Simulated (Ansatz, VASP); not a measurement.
**Ru in VASP and in Ansatz**

The input INCAR:

```
ALGO = Normal ; EDIFF = 1E-6
ENCUT = 520 ; GGA = PS
ISIF = 2 ; ISMEAR = -1
LASPH = True ; LCHARG = False
LREAL = False ; LWAVE = False
NBANDS = 13 ; NELM = 60
PREC = Accurate ; SIGMA = 0.1
```

File KPOINTS:

```
k-points
0
Gamma
  14 14 14
```

Contents of POSCAR:

```
Ru
1.0
    2.5454636995      0.0000000000      0.0000000000
    0.0000000000      2.5454636995      0.0000000000
    0.0000000000      0.0000000000      2.5454636995
Ru
1
Direct
    0.0000000000      0.0000000000      0.0000000000
```

Input for Ansatz:

```yaml
crystal:
  lattice:
    - [2.5454636995, 0.0, 0.0]
    - [0.0, 2.5454636995, 0.0]
    - [0.0, 0.0, 2.5454636995]
  atoms:
    - { symbol: Ru, position: [0.0, 0.0, 0.0] }
hamiltonian:
  xc: pbesol
  pseudopotentials:
    kind: paw
    azcp:
      Ru: "pseudopotentials/Ru.paw.azcp"
basis:
  ecutwfc: 420
  fft_grid_basis: typed
kpoints:
  mp_grid: { grid: [14, 14, 14], shift: [0, 0, 0] }
magnetization:
  spin_polarized: false
scf:
  occupations: { method: fermi_dirac, width: 0.1 }
  lower_state_search: "off"
output:
  stress: true
```

Alike in both runs: task single point; functional PBEsol; k mesh 14 × 14 × 14; occupations fermi-dirac, width 0.1 eV; no spin polarisation.

|  | VASP | Ansatz |
| --- | --- | --- |
| version | VASP 6.6.1 | Ansatz 0.2.0 |
| potentials or method | VASP PAW PBE potentials, release 64 (Ru_pv), cutoff 520 eV | plane waves (420 eV) with PAW, scalar-relativistic |
| valence electrons in the cell | 14 | 16 |

|  | VASP | Ansatz | Ansatz less VASP |
| --- | --- | --- | --- |
| pressure (GPa) | -15.5 | -15.6 | -0.09 |

VASP's potentials were made for PBE, not for PBEsol, and Ansatz warns of the same on its side. VASP's potentials hold 14 valence electrons a cell and Ansatz's 16, so a difference there can come from the potentials and not from the codes.
